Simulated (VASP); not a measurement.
# W in VASP: relaxation of the atoms with PBE

Aim: the relaxation of the atoms of W with PBE.

All numbers are computed with VASP 6.6.1; they aren't measurements. Logs are shortened: lines on timing, memory, paths and dates and some standing lists are left out, and cuts for length are marked.

## 1. The cell of the first run

The cell holds a slab with vacuum, 8 atoms: a = 2.871 Å, b = 4.060 Å, c = 30.048 Å, α = 90.00°, β = 90.00°, γ = 90.00°.

## 2. Relaxation of the atoms, PBE

The input, INCAR:

```
ALGO = Normal ; DIPOL = 0.5 0.5 0.500
EDIFF = 1E-7 ; EDIFFG = -0.04
ENCUT = 520 ; GGA = PE
IBRION = 2 ; IDIPOL = 3
ISIF = 2 ; ISMEAR = 0
KPAR = 4 ; LASPH = T
LCHARG = F ; LDIPOL = T
LREAL = F ; LWAVE = F
NELM = 60 ; NSW = 60
PREC = Accurate ; SIGMA = 0.1
```

The input, KPOINTS:

```
k-points
0
Gamma
  9 6 1
```

The input, POSCAR:

```
W
1.0
    2.8708535300      0.0000000000      0.0000000000
    0.0000000000      4.0600000000      0.0000000000
    0.0000000000      0.0000000000     30.0479872824
W
8
Selective dynamics
Direct
    0.5000000000      0.5000000000      0.3328009928  F F F
    0.0000000000      0.0000000000      0.3805721364  F F F
    0.5000000000      0.5000000000      0.4283432800  F F F
    0.0000000000      0.0000000000      0.4761144235  F F F
    0.5000000000      0.5000000000      0.5238855765  T T T
    0.0000000000      0.0000000000      0.5716567200  T T T
    0.5000000000      0.5000000000      0.6194278636  T T T
    0.0000000000      0.0000000000      0.6671990072  T T T
```

Potentials or basis: VASP PAW PBE potentials, release 64 (W_sv).

On the command line:

```console
$ cat potpaw_PBE.64/W_sv/POTCAR > POTCAR
$ mpirun -np 4 vasp_std > vasp.out
```

OUTCAR:

```text
EDIFF = 1E-7
   EDIFFG = -0.04
   ENCUT = 520
   GGA = PE
   IBRION = 2
   ISIF = 2
   ISMEAR = 0
   LASPH = T
   LREAL = F
   NELM = 60
   NSW = 60
   PREC = Accurate

 ion  position               nearest neighbor table
   1  0.500  0.500  0.333-   3 2.87   2 2.87   2 2.87   2 2.87   2 2.87
   2  0.000  0.000  0.381-   4 2.87   1 2.87   1 2.87   1 2.87   1 2.87   3 2.87   3 2.87   3 2.87
                             3 2.87
   3  0.500  0.500  0.428-   1 2.87   4 2.87   4 2.87   4 2.87   4 2.87   2 2.87   2 2.87   2 2.87
                             2 2.87   5 2.87
   4  0.000  0.000  0.476-   2 2.87   3 2.87   3 2.87   3 2.87   3 2.87   5 2.87   5 2.87   5 2.87
                             5 2.87   6 2.87
   5  0.500  0.500  0.524-   7 2.87   6 2.87   6 2.87   6 2.87   6 2.87   4 2.87   4 2.87   4 2.87
                             4 2.87   3 2.87
   6  0.000  0.000  0.572-   8 2.87   5 2.87   5 2.87   5 2.87   5 2.87   7 2.87   7 2.87   7 2.87
                             7 2.87   4 2.87
   7  0.500  0.500  0.619-   5 2.87   8 2.87   8 2.87   8 2.87   8 2.87   6 2.87   6 2.87   6 2.87
                             6 2.87
   8  0.000  0.000  0.667-   6 2.87   7 2.87   7 2.87   7 2.87   7 2.87

  LATTYP: Found a simple orthorhombic cell.
 ALAT       =     2.8708535300
 B/A-ratio  =     1.4142135632
 C/A-ratio  =    10.4665692514

  Lattice vectors:

 A1 = (   2.8708535300,   0.0000000000,   0.0000000000)
 A2 = (   0.0000000000,   4.0600000000,   0.0000000000)
 A3 = (   0.0000000000,   0.0000000000,  30.0479872824)

Analysis of symmetry for initial positions (statically):
=====================================================================
 Subroutine PRICEL returns:
 Original cell was already a primitive cell.

 Routine SETGRP: Setting up the symmetry group for a
 simple orthorhombic supercell.

 Subroutine GETGRP returns: Found  8 space group operations
 (whereof  4 operations were pure point group operations)
 out of a pool of  8 trial point group operations.

The static configuration has the point symmetry C_2v.
 The point group associated with its full space group is D_2h.

Analysis of symmetry for dynamics (positions and initial velocities):
=====================================================================
 Subroutine PRICEL returns:
 Original cell was already a primitive cell.

[... 178 lines left out ...]

  energy without entropy =      -94.93004067  energy(sigma->0) =      -94.95960159

------------------------ aborting loop because EDIFF is reached ----------------------------------------

  FORCE on cell =-STRESS in cart. coord.  units (eV):
  Direction    XX          YY          ZZ          XY          YZ          ZX
  --------------------------------------------------------------------------------------
  -------------------------------------------------------------------------------------
  Total      -13.7834669    -11.3396284    -10.1437316      0.0000000      0.0000000      0.0000000
  in kB      -63.0545740    -51.8748616    -46.4040489      0.0000000      0.0000000      0.0000000
  external PRESSURE =     -53.7778281 kB  Pullay stress =       0.0000000 kB
[... 107 lines left out ...]
  FREE ENERGIE OF THE ION-ELECTRON SYSTEM (eV)
  ---------------------------------------------------
  free  energy   TOTEN  =       -95.4039543070 eV

  energy  without entropy=      -95.3527881888  energy(sigma->0) =      -95.37837125

[... ionic steps 4 to 10 ...]

--------------------------------------- Ionic step       11  -------------------------------------------

 number of electron     112.0000000 magnetization

------------------------ aborting loop because EDIFF is reached ----------------------------------------

 vacuum level on the upper side and lower side of the slab       (xc-potential included)        -0.004        -0.137

  FORCE on cell =-STRESS in cart. coord.  units (eV):
  Direction    XX          YY          ZZ          XY          YZ          ZX
  --------------------------------------------------------------------------------------
  -------------------------------------------------------------------------------------
  Total       -3.1063886     -3.1644219     -4.5402935      0.0000000      0.0000000      0.0000000
  in kB      -14.2106492    -14.4761312    -20.7702656      0.0000000      0.0000000      0.0000000
  external PRESSURE =     -16.4856820 kB  Pullay stress =       0.0000000 kB
[... 65 lines left out ...]
  FREE ENERGIE OF THE ION-ELECTRON SYSTEM (eV)
  ---------------------------------------------------
  free  energy   TOTEN  =       -95.5305315968 eV

  energy  without entropy=      -95.4841989564  energy(sigma->0) =      -95.50736528

 dipolmoment           0.000000      0.000000     -0.002767 electrons x Angstroem

--------------------------------------- Ionic step       13  -------------------------------------------

 number of electron     111.9999999 magnetization

 dipolmoment           0.000000      0.000000      0.006288 electrons x Angstroem

 Free energy of the ion-electron system (eV)
  ---------------------------------------------------
  ext. energy  EPLUGINS =         0.00000000
  ---------------------------------------------------
  free energy    TOTEN  =       -95.53162213 eV

  energy without entropy =      -95.48555163  energy(sigma->0) =      -95.50858688

 E-fermi :   1.3777     XC(G=0):  -5.7855

 val. band max:        1.3606187007   @ k =   0.0000   0.5000   0.0000
 cond. band min:       1.3852966540   @ k =   0.1111   0.5000   0.0000
 fundamental gap:      0.0246779532
 Fermi energy:         1.3777132764

 k-point     1 :       0.0000    0.0000    0.0000
  band No.  band energies     occupation
      1     -72.6086      2.00000
      2     -72.4333      2.00000
      3     -72.3749      2.00000
      4     -72.3614      2.00000
      5     -72.3065      2.00000
      6     -72.2612      2.00000
[... 1389 lines left out ...]
     66       3.4068      0.00000
     67       4.3288      0.00000

------------------------ aborting loop because EDIFF is reached ----------------------------------------

 vacuum level on the upper side and lower side of the slab       (xc-potential included)         0.040        -0.056

  FORCE on cell =-STRESS in cart. coord.  units (eV):
  Direction    XX          YY          ZZ          XY          YZ          ZX
  --------------------------------------------------------------------------------------
  -------------------------------------------------------------------------------------
  Total       -3.1373255     -3.1761442     -4.6316578      0.0000000      0.0000000      0.0000000
  in kB      -14.3521745    -14.5297565    -21.1882258      0.0000000      0.0000000      0.0000000
  external PRESSURE =     -16.6900523 kB  Pullay stress =       0.0000000 kB
[... 23 lines left out ...]
  FREE ENERGIE OF THE ION-ELECTRON SYSTEM (eV)
  ---------------------------------------------------
  free  energy   TOTEN  =       -95.5316221252 eV

  energy  without entropy=      -95.4855516328  energy(sigma->0) =      -95.50858688

 reached required accuracy - stopping structural energy minimisation

 vacuum level on the upper side and lower side of the slab         5.664         5.566
```

CONTCAR:

```text
W
   1.00000000000000
     2.8708535300000002    0.0000000000000000    0.0000000000000000
     0.0000000000000000    4.0599999999999996    0.0000000000000000
     0.0000000000000000    0.0000000000000000   30.0479872824000012
  W
     8
Selective dynamics
Direct
     0.5000000000000000    0.5000000000000000    0.3328009928000029   F   F   F
     0.0000000000000000    0.0000000000000000    0.3805721363999979   F   F   F
     0.5000000000000000    0.5000000000000000    0.4283432800000000   F   F   F
     0.0000000000000000    0.0000000000000000    0.4761144235000003   F   F   F
     0.5000000000000000    0.5000000000000000    0.5240284832982666   T   T   T
     0.0000000000000000    0.0000000000000000    0.5681823549198933   T   T   T
     0.5000000000000000    0.5000000000000000    0.6187015893328693   T   T   T
     0.0000000000000000    0.0000000000000000    0.6524191451787641   T   T   T

  0.00000000E+00  0.00000000E+00  0.00000000E+00
  0.00000000E+00  0.00000000E+00  0.00000000E+00
  0.00000000E+00  0.00000000E+00  0.00000000E+00
  0.00000000E+00  0.00000000E+00  0.00000000E+00
  0.00000000E+00  0.00000000E+00  0.00000000E+00
  0.00000000E+00  0.00000000E+00  0.00000000E+00
  0.00000000E+00  0.00000000E+00  0.00000000E+00
  0.00000000E+00  0.00000000E+00  0.00000000E+00
```

It took 36 min on 4 MPI ranks of Intel Xeon Platinum 8488C (Sapphire Rapids), shared host; peak memory 0.64 GiB.

What came out:

```yaml
Free_energy: -95.5316 eV
Energy_gained_by_relaxing: 67.8 meV/atom
Ionic_steps: 13
Band_gap_on_the_k_mesh: zero (bands 56 and 57 overlap by 1.29 eV)
```

The path:
```
step  energy change (eV)  largest force on free atoms (eV/Å)  pressure (GPa)
   1              0.0000                              2.2554           -5.38
   2             -0.2887                              1.5134           -4.72
   3             -0.4148                              0.6930           -3.64
   4             -0.4645                              0.4278           -3.24
   5             -0.4841                              0.6504           -2.70
   6             -0.5037                              0.4042           -2.61
   7             -0.5037                              0.4161           -2.60
   8             -0.5192                              0.2889           -2.40
   9             -0.5345                              0.2779           -1.90
  10             -0.5414                              0.1027           -1.67
  11             -0.5415                              0.1302           -1.65
  12             -0.5414                              0.1345           -1.69
  13             -0.5425                              0.0286           -1.67
```

Final structure:
```yaml
crystal:
  lattice:
    - [2.87085, 0.00000, 0.00000]
    - [0.00000, 4.06000, 0.00000]
    - [0.00000, 0.00000, 30.04799]
  atoms:
    - { symbol: W, position: [0.50000, 0.50000, 0.33280] }
    - { symbol: W, position: [0.00000, 0.00000, 0.38057] }
    - { symbol: W, position: [0.50000, 0.50000, 0.42834] }
    - { symbol: W, position: [0.00000, 0.00000, 0.47611] }
    - { symbol: W, position: [0.50000, 0.50000, 0.52403] }
    - { symbol: W, position: [0.00000, 0.00000, 0.56818] }
    - { symbol: W, position: [0.50000, 0.50000, 0.61870] }
    - { symbol: W, position: [0.00000, 0.00000, 0.65242] }
```

Caveat: spin-orbit coupling is left out, which moves the levels of the heavy elements.

The gap in the log of VASP goes by the Fermi energy; the results here count the filled bands.